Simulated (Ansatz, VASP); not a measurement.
Si5N3 in VASP and in Ansatz

```
Si N
1.0
     2.91330    0.00000    0.00000
    -1.45665    2.52300    0.00000
     0.00000    0.00000   28.33706
Si N
10 6
Cartesian
  1.4567 0.8410 12.0449
  0.0000 1.6820 5.5457
  0.0000 1.6820 7.9401
  1.4567 0.8410 9.6971
  0.0000 0.0000 1.1956
  0.0000 0.0000 27.1415
  0.0000 1.6820 16.2922
  1.4567 0.8410 22.7914
  1.4567 0.8410 20.3970
  0.0000 1.6820 18.6400
  0.0000 1.6820 12.5865
  0.0000 0.0000 4.9950
  0.0000 1.6820 1.7458
  1.4567 0.8410 26.5912
  1.4567 0.8410 15.7505
  0.0000 0.0000 23.3420
```

Alike in both runs: functional PBE; k mesh 6 × 6 × 1; occupations gaussian, width 0.2 eV; no spin polarisation.

Ansatz relaxed the structure, and its values are those at the end. VASP's run is a single point on that final structure, the one shown.

```csv
,VASP,Ansatz
version,VASP 6.6.1,Ansatz 0.2.0
potentials or method,"VASP PAW PBE potentials, release 64 (Si, N), cutoff 520 eV","scalar-relativistic, plane waves, PAW"
valence electrons in the cell,70,70
```

```csv
,VASP,Ansatz,Ansatz less VASP
gap on the k mesh at the Fermi level (eV),none,none,-
pressure (GPa),0.0,0.1,+0.16
rms of the force components (eV/Å),0.012,0.004,-0.0077
```

A gap of «none» marks a metal or a gap that the smearing closes.

The k mesh is coarse, so the values compare programs but aren't converged.
